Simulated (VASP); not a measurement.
# Rh (P6_3/mmc) in VASP: notebook

Runs on Rh. Level: RPBE. Tasks: single point.

Program: VASP 6.6.1. These are calculated values, not measurements. Logs are shortened: lines on timing, memory, paths and dates and some standing lists are left out, and cuts for length are marked.

**1. The cell of the first run**

It takes space group P6_3/mmc (No. 194, hexagonal). Conventional cell: a = 2.801 Å, b = 2.801 Å, c = 9.132 Å, α = 90.00°, β = 90.00°, γ = 120.00°. Rh (site symmetry -3m) has 12 Rh at 2.80 Å within 3.7 Å. Within 3.7 Å of Rh (site symmetry -6m2) lie 12 Rh at 2.80 Å.

This isn't the form of Rh at room conditions, which is fcc.

**2. Single point, RPBE (15.51 Å³/atom)**

The input, INCAR:

```
PREC = Accurate ; ENCUT = 520
EDIFF = 1E-7 ; ISMEAR = -1
SIGMA = 0.1 ; LREAL = F
LASPH = T ; NELM = 80
ALGO = Normal ; ISIF = 2
LWAVE = F ; LCHARG = F
GGA = RP ; NBANDS = 38
```

The input, KPOINTS:

```
regular mesh
0
Gamma
  15 15 4
```

The input, POSCAR:

```
Rh
1.0
    2.8005738573      0.0000000000      0.0000000000
   -1.4002869286      2.4253681056      0.0000000000
    0.0000000000      0.0000000000      9.1324808174
Rh
4
Direct
    0.0000000000      1.0000000000      0.0000000000
    0.0000000000      1.0000000000      0.5000000000
    0.3333333333      0.6666666667      0.2500000000
    0.6666666667      0.3333333333      0.7500000000
```

Potentials or basis: VASP PAW PBE potentials, release 64 (Rh_pv).

The run is started by

```bash
$ cat potpaw_PBE.64/Rh_pv/POTCAR > POTCAR
$ mpirun -np 1 vasp_std > vasp.out
```

OUTCAR:

```text
PREC = Accurate
   ENCUT = 520
   EDIFF = 1E-7
   ISMEAR = -1
   LREAL = F
   LASPH = T
   NELM = 80
   ISIF = 2
   GGA = RP

 ion  position               nearest neighbor table
   1  0.000  0.000  0.000-   3 2.80   4 2.80   3 2.80   4 2.80   4 2.80   3 2.80
   2  0.000  0.000  0.500-   3 2.80   4 2.80   3 2.80   4 2.80   4 2.80   3 2.80
   3  0.333  0.667  0.250-   1 2.80   2 2.80   1 2.80   2 2.80   1 2.80   2 2.80
   4  0.667  0.333  0.750-   1 2.80   2 2.80   1 2.80   2 2.80   1 2.80   2 2.80

  LATTYP: Found a hexagonal cell.
 ALAT       =     2.8005738573
 C/A-ratio  =     3.2609319671

  Lattice vectors:

 A1 = (   2.8005738573,   0.0000000000,   0.0000000000)
 A2 = (  -1.4002869286,   2.4253681056,   0.0000000000)
 A3 = (   0.0000000000,   0.0000000000,   9.1324808174)

Analysis of symmetry for initial positions (statically):
=====================================================================
 Subroutine PRICEL returns:
 Original cell was already a primitive cell.

 Routine SETGRP: Setting up the symmetry group for a
 hexagonal supercell.

 Subroutine GETGRP returns: Found 24 space group operations
 (whereof 12 operations were pure point group operations)
 out of a pool of 24 trial point group operations.

The static configuration has the point symmetry D_3d.
 The point group associated with its full space group is D_6h.

Analysis of symmetry for dynamics (positions and initial velocities):
=====================================================================
 Subroutine PRICEL returns:
 Original cell was already a primitive cell.

 Routine SETGRP: Setting up the symmetry group for a
 hexagonal supercell.

 Subroutine GETGRP returns: Found 24 space group operations
 (whereof 12 operations were pure point group operations)
 out of a pool of 24 trial point group operations.

The dynamic configuration has the point symmetry D_3d.
 The point group associated with its full space group is D_6h.

 Subroutine INISYM returns: Found 24 space group operations
 (whereof 12 operations are pure point group operations),
 and found     1 'primitive' translations

----------------------------------------------------------------------------------------

                                     Primitive cell

  volume of cell :      62.0317

  direct lattice vectors                    reciprocal lattice vectors
     2.800573857  0.000000000  0.000000000     0.357069676  0.206154274  0.000000000
    -1.400286929  2.425368106  0.000000000     0.000000000  0.412308547  0.000000000
     0.000000000  0.000000000  9.132480817     0.000000000  0.000000000  0.109499272

  length of vectors
     2.800573857  2.800573857  9.132480817     0.412308547  0.412308547  0.109499272

  position of ions in fractional coordinates (direct lattice)
     0.000000000  0.000000000  0.000000000
     0.000000000  0.000000000  0.500000000
     0.333333333  0.666666667  0.250000000
     0.666666667  0.333333333  0.750000000

  ion indices of the primitive-cell ions
   primitive index   ion index
                 1           1
                 2           2
                 3           3
                 4           4

----------------------------------------------------------------------------------------

 KPOINTS: regular mesh

Automatic generation of k-mesh.
 Grid dimensions read from file:
 generate k-points for:   15   15    4

 Generating k-lattice:

  Cartesian coordinates                     Fractional coordinates (reciprocal lattice)
     0.023804645  0.013743618  0.000000000     0.066666667  0.000000000  0.000000000
     0.000000000  0.027487236  0.000000000     0.000000000  0.066666667  0.000000000
     0.000000000  0.000000000  0.027374818     0.000000000  0.000000000  0.250000000

  Length of vectors
     0.027487236  0.027487236  0.027374818

  Shift w.r.t. Gamma in fractional coordinates (k-lattice)
     0.000000000  0.000000000  0.000000000

 Subroutine IBZKPT returns following result:
 ===========================================

 Found     81 irreducible k-points:

 Following reciprocal coordinates:
            Coordinates               Weight
  0.000000  0.000000  0.000000      1.000000
  0.066667  0.000000  0.000000      6.000000
  0.133333 -0.000000  0.000000      6.000000
  0.200000 -0.000000  0.000000      6.000000
  0.266667 -0.000000  0.000000      6.000000
  0.333333 -0.000000  0.000000      6.000000
[... 16 lines left out ...]
  0.333333  0.200000  0.000000     12.000000
  0.400000  0.200000  0.000000      6.000000
 [... further k-points ...]
   k-points           NKPTS =     81   k-points in BZ     NKDIM =     81   number of bands    NBANDS=     38
   number of dos      NEDOS =    301   number of ions     NIONS =      4
   total plane-waves  NPLWV =  40320
   dimension x,y,z NGX =    24 NGY =   24 NGZ =   70
   dimension x,y,z NGXF=    48 NGYF=   48 NGZF=  140
   ions per type =               4
   NGX,Y,Z   is equivalent  to a cutoff of  14.25, 14.25, 12.74 a.u.
   NGXF,Y,Z  is equivalent  to a cutoff of  28.49, 28.49, 25.49 a.u.
 SYSTEM =  unknown system
   PREC   = accura    normal or accurate (medium, high low for compatibility)
   ISTART =      0    job   : 0-new  1-cont  2-samecut
   ICHARG =      2    charge: 1-file 2-atom 10-const
   ISPIN  =      1    spin polarized calculation?
   LNONCOLLINEAR =      F non collinear calculations
   LSORBIT =      F    spin-orbit coupling
   LASPH  =      T    aspherical Exc in radial PAW
   ENCUT  =  520.0 eV  38.22 Ry    6.18 a.u.   5.21  5.21 16.98*2*pi/ulx,y,z
   NELM   =     80;   NELMIN=  2; NELMDL= -5     # of ELM steps
   EDIFF  = 0.1E-06   stopping-criterion for ELM
   LREAL  =      F    real-space projection
   EDIFFG = 0.1E-05   stopping-criterion for IOM
   NSW    =      0    number of steps for IOM
   IBRION =     -1    ionic relax: 0-MD 1-quasi-New 2-CG
   NFREE  =      0    steps in history (QN), initial steepest desc. (CG)
   ISIF   =      2    stress and relaxation
   ISYM   =      2    0-nonsym 1-usesym 2-fastsym
   POTIM  = 0.5000    time-step for ionic-motion
   TEBEG  =    0.0;   TEEND  =   0.0 temperature during run
   PSTRESS=    0.0 pullay stress
   NELECT =      60.0000    total number of electrons
   NUPDOWN=      -1.0000    fix difference up-down
   EMIN   =  10.00;   EMAX   =-10.00  energy-range for DOS
   EFERMI =   0.00;   METHOD = LEGACY
   ISMEAR =    -1;   SIGMA  =   0.10  broadening in eV -4-tet -1-fermi 0-gaus
   EFERMI_NEDOS =   21; number of points for ismear=-14 and -15
   IALGO  =     38    algorithm
   IMIX   =      4    mixing-type and parameters
     AMIX     =   0.40;   BMIX     =  1.00
     AMIX_MAG =   1.60;   BMIX_MAG =  1.00
  volume/ion in A,a.u.               =      15.51       104.65
  Fermi-wavevector in a.u.,A,eV,Ry     =   1.619027  3.059517 35.664250  2.621248
  Thomas-Fermi vector in A             =   2.713195
   LORBIT       =      0    0 simple, 1 ext, 2 COOP (PROOUT), +10 PAW based schemes
   GGA     = RP    functional components
   LHFCALC =     F    Hartree Fock is set to
   AEXX    =    0.0000 exact exchange contribution
   IVDW    =     0    specifies the selected vdW correction
   LEPSILON=     F    determine dielectric tensor
   LRPA    =     F    only Hartree local field effects (RPA)
 non-spin polarized calculation
  energy-cutoff  :      520.00
  volume of cell :       62.03
 maximum number of plane-waves:      1690
 NGX is ok and might be reduce to    24
   NGX = 11   NGY = 11   NGZ = 33

 number of electron      59.9999986 magnetization

 Free energy of the ion-electron system (eV)
  ---------------------------------------------------
  ext. energy  EPLUGINS =         0.00000000
  ---------------------------------------------------
  free energy    TOTEN  =       -26.27176987 eV

  energy without entropy =      -26.03255689  energy(sigma->0) =      -26.15216338

 E-fermi :   9.9291     XC(G=0): -13.1605

 val. band max:        9.9264718156   @ k =   0.1333   0.1333   0.0000
 cond. band min:       9.9323535621   @ k =   0.3333   0.2000   0.5000
 fundamental gap:      0.0058817465
 Fermi energy:         9.9290896675

 k-point     1 :       0.0000    0.0000    0.0000
  band No.  band energies     occupation
      1     -36.7254      2.00000
      2     -36.4903      2.00000
      3     -36.4870      2.00000
      4     -36.3146      2.00000
      5     -36.3146      2.00000
      6     -36.2864      2.00000
[... 30 lines left out ...]
     37      17.4470      0.00000
     38      23.8466      0.00000

 k-point     2 :       0.0667    0.0000    0.0000
  band No.  band energies     occupation
      1     -36.7187      2.00000
      2     -36.4922      2.00000
      3     -36.4888      2.00000
      4     -36.3301      2.00000
      5     -36.3196      2.00000
      6     -36.2983      2.00000
[... 30 lines left out ...]
     37      17.4347      0.00000
     38      23.9644      0.00000

 k-point     3 :       0.1333   -0.0000    0.0000
  band No.  band energies     occupation
      1     -36.6993      2.00000
      2     -36.5014      2.00000
      3     -36.4967      2.00000
      4     -36.3730      2.00000
      5     -36.3336      2.00000
      6     -36.3309      2.00000
[... 30 lines left out ...]
     37      17.4095      0.00000
     38      24.2541      0.00000

 k-point     4 :       0.2000   -0.0000    0.0000
  band No.  band energies     occupation
      1     -36.6695      2.00000
      2     -36.5278      2.00000
      3     -36.5185      2.00000
      4     -36.4338      2.00000
      5     -36.3853      2.00000
      6     -36.3537      2.00000
[... 30 lines left out ...]
     37      17.4054      0.00000
     38      23.9968      0.00000
[... 703 lines left out ...]
      4     -36.5675      2.00000
      5     -36.5461      2.00000
      6     -36.4739      2.00000
[... 30 lines left out ...]
     37      19.0185      0.00000
     38      19.0949      0.00000

 k-point    23 :       0.3333    0.2000    0.0000
  band No.  band energies     occupation
      1     -36.6704      2.00000
      2     -36.6498      2.00000
      3     -36.6035      2.00000
      4     -36.5852      2.00000
      5     -36.5157      2.00000
      6     -36.4907      2.00000
[... 30 lines left out ...]
     37      18.9166      0.00000
     38      18.9391      0.00000

 k-point    24 :       0.4000    0.2000    0.0000
  band No.  band energies     occupation
      1     -36.6782      2.00000
      2     -36.6560      2.00000
      3     -36.6091      2.00000
      4     -36.5923      2.00000
      5     -36.5022      2.00000
      6     -36.4927      2.00000
[... 30 lines left out ...]
     37      18.2218      0.00000
     38      18.2531      0.00000

 [... further k-points ...]

------------------------ aborting loop because EDIFF is reached ----------------------------------------

  FORCE on cell =-STRESS in cart. coord.  units (eV):
  Direction    XX          YY          ZZ          XY          YZ          ZX
  --------------------------------------------------------------------------------------
  -------------------------------------------------------------------------------------
  Total       -5.6096790     -5.6096790     -5.6854294     -0.0000000      0.0000000      0.0000000
  in kB     -144.8889053   -144.8889053   -146.8454159     -0.0000000      0.0000000      0.0000000
  external PRESSURE =    -145.5410755 kB  Pullay stress =       0.0000000 kB

 VOLUME and BASIS-vectors are now :
 -----------------------------------------------------------------------------
  energy-cutoff  :      520.00
  volume of cell :       62.03
      direct lattice vectors                 reciprocal lattice vectors
     2.800573857  0.000000000  0.000000000     0.357069676  0.206154274  0.000000000
    -1.400286929  2.425368106  0.000000000     0.000000000  0.412308547  0.000000000
     0.000000000  0.000000000  9.132480817     0.000000000  0.000000000  0.109499272

 POSITION                                       TOTAL-FORCE (eV/Angst)
 -----------------------------------------------------------------------------------
      0.00000      0.00000      0.00000         0.000000      0.000000      0.000000
      0.00000      0.00000      4.56624         0.000000      0.000000      0.000000
     -0.00000      1.61691      2.28312        -0.000000     -0.000000     -0.000000
      1.40029      0.80846      6.84936         0.000000      0.000000      0.000000
 -----------------------------------------------------------------------------------
    total drift:                               -0.000000      0.000000      0.000000

  FREE ENERGIE OF THE ION-ELECTRON SYSTEM (eV)
  ---------------------------------------------------
  free  energy   TOTEN  =       -26.2717698721 eV

  energy  without entropy=      -26.0325568919  energy(sigma->0) =      -26.15216338
```

It took 4.6 min on 1 thread of Intel Xeon 8259CL, shared host; peak memory 0.27 GiB.

Results:

* Free energy: -26.2718 eV
* Pressure: -14.6 GPa
* Band gap on the k mesh: zero (bands 30 and 31 overlap by 1.56 eV)

Stress tensor (GPa, compression positive):
```
-14.49   0.00   0.00
  0.00 -14.49   0.00
  0.00   0.00 -14.68
```

Levels at points of the mesh, in eV from the Fermi level:
```
           k point  band 26  band 27  band 28  band 29  band 30  band 31  band 32  band 33  band 34  band 35
(0.00, 0.00, 0.00)    -2.16    -2.16    -1.19    -1.19    -0.70    -0.70    -0.29    -0.29     0.35     0.35
(0.00, 0.00, 0.50)    -2.35    -0.94    -0.94    -0.94    -0.94    -0.83    -0.83     0.06     0.06     0.06
```

Caveat: the cell stands under tension; the PAW data sets were made with another functional, which shifts forces and pressure a little.

**3. Single point, RPBE (16.08 Å³/atom)**

This run uses another cell than the first one, of 16.08 Å³/atom.

The input, INCAR:

```
SYSTEM = Rh
PREC = Accurate
ENCUT = 520
EDIFF = 1E-6
ISMEAR = -1
SIGMA = 0.1
LREAL = .FALSE.
LASPH = .TRUE.
NELM = 60
ALGO = Normal
ISIF = 2
LWAVE = .FALSE.
LCHARG = .TRUE.
GGA = RP
LELF = .TRUE.
LVHAR = .TRUE.
NBANDS = 38
```

The input, KPOINTS:

```
regular mesh
0
G
  15 15 4
  0 0 0
```

The input, POSCAR:

```
Rh
1.0
    2.8347305633      0.0000000000      0.0000000000
   -1.4173652816      2.4549486807      0.0000000000
    0.0000000000      0.0000000000      9.2438635120
Rh
4
Direct
    0.0000000000      1.0000000000      0.0000000000
    0.0000000000      1.0000000000      0.5000000000
    0.3333333333      0.6666666667      0.2500000000
    0.6666666667      0.3333333333      0.7500000000
```

Potentials or basis: VASP PAW PBE potentials, release 64 (Rh_pv).

The run is started by

```bash
$ cat potpaw_PBE.64/Rh_pv/POTCAR > POTCAR
$ mpirun -np 1 vasp_std > vasp.out
```

OUTCAR:

```text
SYSTEM = Rh
   PREC = Accurate
   ENCUT = 520
   EDIFF = 1E-6
   ISMEAR = -1
   LREAL = .FALSE.
   LASPH = .TRUE.
   NELM = 60
   ISIF = 2
   GGA = RP

 ion  position               nearest neighbor table
   1  0.000  0.000  0.000-   3 2.83   4 2.83   3 2.83   4 2.83   4 2.83   3 2.83
   2  0.000  0.000  0.500-   3 2.83   4 2.83   3 2.83   4 2.83   4 2.83   3 2.83
   3  0.333  0.667  0.250-   1 2.83   2 2.83   1 2.83   2 2.83   1 2.83   2 2.83
   4  0.667  0.333  0.750-   1 2.83   2 2.83   1 2.83   2 2.83   1 2.83   2 2.83

  LATTYP: Found a hexagonal cell.
 ALAT       =     2.8347305633
 C/A-ratio  =     3.2609319671
[... 1184 lines left out ...]
  --------------------------------------------------------------------------------------
  -------------------------------------------------------------------------------------
  Total       -7.7982611     -7.7982611     -7.8908709     -0.0000000      0.0000000     -0.0000000
  in kB     -194.2229850   -194.2229850   -196.5295205     -0.0000000      0.0000000     -0.0000000
  external PRESSURE =    -194.9918301 kB  Pullay stress =       0.0000000 kB

 VOLUME and BASIS-vectors are now :
 -----------------------------------------------------------------------------
  energy-cutoff  :      520.00
  volume of cell :       64.33
      direct lattice vectors                 reciprocal lattice vectors
     2.834730563  0.000000000  0.000000000     0.352767213  0.203670245  0.000000000
    -1.417365282  2.454948681  0.000000000     0.000000000  0.407340491  0.000000000
     0.000000000  0.000000000  9.243863512     0.000000000  0.000000000  0.108179875

 POSITION                                       TOTAL-FORCE (eV/Angst)
 -----------------------------------------------------------------------------------
      0.00000      0.00000      0.00000         0.000000     -0.000000     -0.000000
      0.00000      0.00000      4.62193         0.000000     -0.000000     -0.000000
     -0.00000      1.63663      2.31097        -0.000000      0.000000     -0.000000
      1.41737      0.81832      6.93290         0.000000     -0.000000      0.000000
 -----------------------------------------------------------------------------------
    total drift:                               -0.000000      0.000000      0.000000

  FREE ENERGIE OF THE ION-ELECTRON SYSTEM (eV)
  ---------------------------------------------------
  free  energy   TOTEN  =       -26.0275290316 eV

  energy  without entropy=      -25.7715940209  energy(sigma->0) =      -25.89956153
```

OSZICAR:

```text
N       E                     dE             d eps       ncg     rms          rms(c)
DAV:   1     0.751369805415E+03    0.75137E+03   -0.36958E+04  6364   0.177E+03
DAV:   2    -0.374791475591E+01   -0.75512E+03   -0.73491E+03  6474   0.554E+02
DAV:   3    -0.274846631794E+02   -0.23737E+02   -0.22918E+02  6808   0.106E+02
DAV:   4    -0.277404050437E+02   -0.25574E+00   -0.25539E+00  6750   0.110E+01
DAV:   5    -0.277445263011E+02   -0.41213E-02   -0.41211E-02  6840   0.143E+00    0.134E+01
DAV:   6    -0.260503065314E+02    0.16942E+01   -0.62267E+00  6456   0.182E+01    0.450E+00
DAV:   7    -0.260458669109E+02    0.44396E-02   -0.11336E-01  6710   0.301E+00    0.270E+00
DAV:   8    -0.261749131247E+02   -0.12905E+00   -0.88032E-01  6556   0.818E+00    0.419E+00
DAV:   9    -0.260271820422E+02    0.14773E+00   -0.52983E-01  6530   0.481E+00    0.268E-01
DAV:  10    -0.260275424556E+02   -0.36041E-03   -0.67301E-03  6504   0.569E-01    0.762E-02
DAV:  11    -0.260275263580E+02    0.16098E-04   -0.85329E-05  7450   0.833E-02    0.434E-02
DAV:  12    -0.260275295628E+02   -0.32047E-05   -0.29596E-05  6552   0.443E-02    0.873E-03
DAV:  13    -0.260275290316E+02    0.53113E-06   -0.17520E-06  3828   0.132E-02
   1 F= -.26027529E+02 E0= -.25899562E+02  d E =-.255935E+00
```

It took 4.3 min on 1 thread of Intel Xeon 8259CL, shared host; peak memory 0.28 GiB.

What came out:

```
Free energy            : -26.0275 eV
Pressure               : -19.5 GPa
Band gap on the k mesh : zero (bands 30 and 31 overlap by 1.47 eV)
```

Levels at points of the mesh, in eV from the Fermi level:
| k point | band 28 | band 29 | band 30 | band 31 | band 32 | band 33 |
| --- | --- | --- | --- | --- | --- | --- |
| (0.00, 0.00, 0.00) | -1.12 | -1.12 | -0.65 | -0.65 | -0.28 | -0.28 |
| (0.00, 0.00, 0.50) | -0.88 | -0.88 | -0.88 | -0.76 | -0.76 | 0.06 |

Caveat: the cell stands under tension; the PAW data sets were made with another functional, which shifts forces and pressure a little.
